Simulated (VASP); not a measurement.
Wanted: the native input for a VASP 6.6.1 run.

```yaml
Task: single point
Functional: RPBE
Potentials_or_basis: VASP PAW PBE potentials, release 64 (Co)
Cutoff: 600 eV
k_mesh: 17 × 17 × 17
Occupations: fermi-dirac, width 0.1 eV
Spin: no spin polarisation
Dipole_correction: no
Further_INCAR_settings: ALGO = Normal; EDIFF = 1e-06; NBANDS = 10
```

The structure of Co lies in POSCAR:

```
Co
1.0
    0.0000000000      1.6700795868      1.6700795868
    1.6700795868      0.0000000000      1.6700795868
    1.6700795868      1.6700795868      0.0000000000
Co
1
Direct
    0.0000000000      0.0000000000      0.0000000000
```

This cell differs from its parent crystal: volume scaled by 0.88.

The input as run:

INCAR

```
SYSTEM = Co
PREC = Accurate
ENCUT = 600
EDIFF = 1E-6
ISMEAR = -1
SIGMA = 0.1
LREAL = .FALSE.
LASPH = .TRUE.
NELM = 120
ALGO = Normal
ISIF = 2
LWAVE = .FALSE.
LCHARG = .FALSE.
GGA = RP
NBANDS = 10
GGA_COMPAT = .FALSE.
```

KPOINTS

```
Automatic mesh
0
G
  17 17 17
  0 0 0
```

Potentials or basis: VASP PAW PBE potentials, release 64 (Co).

Command:

```console
$ cat potpaw_PBE.64/Co/POTCAR > POTCAR
$ mpirun -np 1 vasp_std > vasp.out
```

It gave:

| Property | Result |
| --- | --- |
| Pressure | 38.6 GPa |

Caveat: the PAW data sets were made with another functional, which shifts forces and pressure a little; the run has no spin polarisation, though such a crystal can be magnetic.

Wall time 20 s on 1 thread of Intel Xeon 8259CL, with other jobs on the host, peak memory 0.14 GiB.
